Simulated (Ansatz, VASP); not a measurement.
# Two plane-wave programs on ZrC

Contents of INCAR:

```
ALGO = Normal ; EDIFF = 1E-6
ENCUT = 520 ; GGA = PE
ISIF = 2 ; ISMEAR = 0
LASPH = T ; LCHARG = F
LREAL = F ; LWAVE = F
NBANDS = 24 ; NELM = 60
PREC = Accurate ; SIGMA = 0.05
```

KPOINTS

```
k-points
0
Gamma
  8 8 12
```

Contents of POSCAR:

```
ZrC
1.0
    4.1577178470      0.0000000000      0.0000000000
    0.0000000000      4.2425692316      0.0000000000
    0.0000000000      0.0000000000      3.1123587551
Zr C
2 2
Direct
    0.5000000000      0.0000000000      0.2282707802
    0.0000000000      0.5000000000      0.7717292198
    0.0000000000      0.0000000000      0.0000000000
    0.5000000000      0.5000000000      0.0000000000
```

Input for Ansatz:

```yaml
crystal:
  lattice:
    - [4.157717847, 0.0, 0.0]
    - [0.0, 4.2425692316, 0.0]
    - [0.0, 0.0, 3.1123587551]
  atoms:
    - { symbol: Zr, position: [0.5, 0.0, 0.2282707802] }
    - { symbol: Zr, position: [0.0, 0.5, 0.7717292198] }
    - { symbol: C, position: [0.0, 0.0, 0.0] }
    - { symbol: C, position: [0.5, 0.5, 0.0] }
basis:
  ecutwfc: 420
  ecutrho_ratio: 4
kpoints:
  mp_grid: { grid: [8, 8, 12] }
hamiltonian:
  xc: pbe
scf:
  occupations: { method: gaussian, width: 0.05 }
output:
  forces: true
  stress: true
  eigenvalues: true
```

Change from the starting cell: strain e1 = -0.02, atoms carried along.

Alike in both runs: task single point; functional PBE; k mesh 8 × 8 × 12; occupations gaussian, width 0.05 eV; no spin polarisation.

```csv
,VASP,Ansatz
version,VASP 6.6.1,Ansatz 0.2.0
potentials or method,"VASP PAW PBE potentials, release 64 (Zr_sv, C), cutoff 520 eV","scalar-relativistic, plane waves, PAW"
valence electrons in the cell,32,32
```

VASP gave:

```
gap on the k mesh at the Fermi level (eV)                     : none
pressure (GPa)                                                : 4.7
traceless stress, the component that is largest in VASP (GPa) : 3.58
rms of the force components (eV/Å)                            : 0.159
```

**Question.** Estimate Ansatz's values.

**Answer.** gap on the k mesh at the Fermi level (eV): none; pressure (GPa): 4.5; traceless stress, the component that is largest in VASP (GPa): 3.52; rms of the force components (eV/Å): 0.153.

Atom by atom the forces differ by 0.008 eV/Å (rms over components). A gap of «none» marks a metal or a gap that the smearing closes. The functional is the same, so the differences come from potentials, cutoffs and numerics.
